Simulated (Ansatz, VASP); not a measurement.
**WS2: VASP beside Ansatz**

INCAR

```
ALGO = Normal
EDIFF = 1E-7
ENCUT = 520
ISIF = 2
ISMEAR = 0
LASPH = True
LCHARG = False
LREAL = False
LWAVE = False
NBANDS = 35
NELM = 100
PREC = Accurate
SIGMA = 0.05
```

The input KPOINTS:

```
k-points
0
Gamma
  12 12 2
```

The input POSCAR:

```
WS2
1.0
    3.2827376207     -0.0859764615     -0.0859764615
   -1.7158266101      2.8859224042     -0.0314695690
   -0.6419207899     -0.6419207899     24.5097028875
W S
2 4
Direct
    0.3333333333      0.6666666667      0.6302757360
    0.6666666667      0.3333333333      0.3697242640
    0.3333333333      0.6666666667      0.3028928957
    0.6666666667      0.3333333333      0.5633280735
    0.3333333333      0.6666666667      0.4366719265
    0.6666666667      0.3333333333      0.6971071043
```

Input for Ansatz:

```yaml
crystal:
  lattice:
    - [3.2827376207, -0.0859764615, -0.0859764615]
    - [-1.7158266101, 2.8859224042, -0.031469569]
    - [-0.6419207899, -0.6419207899, 24.5097028875]
  atoms:
    - { symbol: W, position: [0.3333333333, 0.6666666667, 0.630275736] }
    - { symbol: W, position: [0.6666666667, 0.3333333333, 0.369724264] }
    - { symbol: S, position: [0.3333333333, 0.6666666667, 0.3028928957] }
    - { symbol: S, position: [0.6666666667, 0.3333333333, 0.5633280735] }
    - { symbol: S, position: [0.3333333333, 0.6666666667, 0.4366719265] }
    - { symbol: S, position: [0.6666666667, 0.3333333333, 0.6971071043] }
basis:
  ecutwfc: 420
kpoints:
  mp_grid: { grid: [12, 12, 2] }
hamiltonian:
  xc: lda
  pseudopotentials: { kind: paw, azcp: { folder: soft_1 } }
scf:
  occupations: { method: gaussian, width: 0.05 }
output:
  forces: true
  stress: true
  eigenvalues: true
```

Change from the starting cell: equal engineering shear yz, xz and xy -0.0550, equal normal strain along x, y and z +0.0500.

Alike in both runs: task single point; functional LDA; k mesh 12 × 12 × 2; occupations gaussian, width 0.05 eV; no spin polarisation.

|  | VASP | Ansatz |
| --- | --- | --- |
| version | VASP 6.6.1 | Ansatz 0.2.0 |
| potentials or method | VASP PAW LDA potentials, release 64 (W_sv, S), cutoff 520 eV | scalar-relativistic, plane waves, PAW |
| valence electrons in the cell | 52 | 52 |

|  | VASP | Ansatz | Ansatz less VASP |
| --- | --- | --- | --- |
| gap on the k mesh at the Fermi level (eV) | 1.24 | 1.23 | -0.005 |
| least direct gap on the mesh (eV) | 1.56 | 1.55 | -0.008 |
| rms of the force components (eV/Å) | 1.031 | 1.044 | +0.0135 |

Ansatz warns that its potentials were made for another functional, while VASP's fit it. LDA's correlation is that of Perdew and Zunger in VASP and of Perdew and Wang (1992) in Ansatz. Atom by atom the forces differ by 0.016 eV/Å (rms over components).

Spin-orbit coupling is off throughout.
